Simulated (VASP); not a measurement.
## ZrP3: relaxation of cell and atoms with r2SCAN

Crystal: ZrP3.

```
Zr P
1.0
     0.00000    3.97611    0.00000
     3.97611    0.00000    0.00000
     1.98805    1.98805   -4.37012
Zr P
1 3
Cartesian
  0.0000 0.0000 0.0000
  1.9881 1.9881 0.0000
  1.9881 3.9761 -2.1851
  3.9761 1.9881 -2.1851
```

```json
{
  "Program": "VASP 6.6.1",
  "Task": "relaxation of cell and atoms",
  "Functional": "r2SCAN",
  "Potentials or basis": "VASP PAW PBE potentials, release 64 (Zr_sv, P)",
  "Cutoff": "600 eV",
  "k mesh": "5 × 5 × 5",
  "Occupations": "gaussian, width 0.1008 eV",
  "Spin": "no spin polarisation",
  "Dipole correction": "no",
  "Further INCAR settings": "ALGO = Normal; EDIFF = 1e-07; IBRION = 2; EDIFFG = -0.01; NSW = 60; ISIF = 3"
}
```

```
Relaxed volume                        : 16.26 Å³/atom
Relaxed cell                          : a = 3.699 Å, b = 3.699 Å, c = 5.427 Å, α = 70.08°, β = 70.08°, γ = 90.00°
Space group after relaxing (to 0.1 Å) : I4/mmm (No. 139)
Energy gained by relaxing             : 114.2 meV/atom
Ionic steps                           : 11
Pressure after relaxing               : 0.1 GPa
Band gap on the k mesh                : zero (an odd number of electrons rules out a gap without spin polarisation)
```

Step by step:
| step | energy change (eV) | largest force (eV/Å) | pressure (GPa) | volume (Å³) |
| --- | --- | --- | --- | --- |
| 1 | 0.0000 | 0.0000 | -8.55 | 69.09 |
| 2 | -0.2631 | 0.0000 | 8.51 | 60.18 |
| 3 | -0.3020 | 0.0000 | 3.26 | 62.26 |
| 4 | -0.4104 | 0.0000 | 3.25 | 62.94 |
| 5 | -0.4363 | 0.0000 | 3.24 | 63.29 |
| 6 | -0.3326 | 0.0000 | 5.11 | 63.84 |
| 7 | -0.4394 | 0.0000 | 3.36 | 63.38 |
| 8 | -0.4380 | 0.0000 | -3.21 | 66.85 |
| 9 | -0.4564 | 0.0000 | -0.02 | 65.05 |
| 10 | -0.4564 | 0.0000 | 0.04 | 65.02 |
| 11 | -0.4566 | 0.0000 | 0.05 | 65.06 |

Final structure:
```
Zr P
1.0
     0.00000    3.69877    0.00000
     3.69877    0.00000    0.00000
     1.84938    1.84938   -4.75545
Zr P
1 3
Direct
  0.00000 0.00000 0.00000
  0.50000 0.50000 0.00000
  0.75000 0.25000 0.50000
  0.25000 0.75000 0.50000
```

Levels at points of the mesh, in eV from the Fermi level:
```
           k point  band 11  band 12  band 13  band 14  band 15  band 16
(0.00, 0.00, 0.00)    -3.35    -1.48    -1.48     0.40     1.02     2.64
```

It took 16 min on 1 thread of Intel(R) Xeon(R) Platinum 8259CL CPU @ 2.50GHz (Skylake/Cascade Lake) (shared host), peak memory 0.24 GiB.

Caveat: the PAW data sets were made with another functional, which shifts forces and pressure a little.
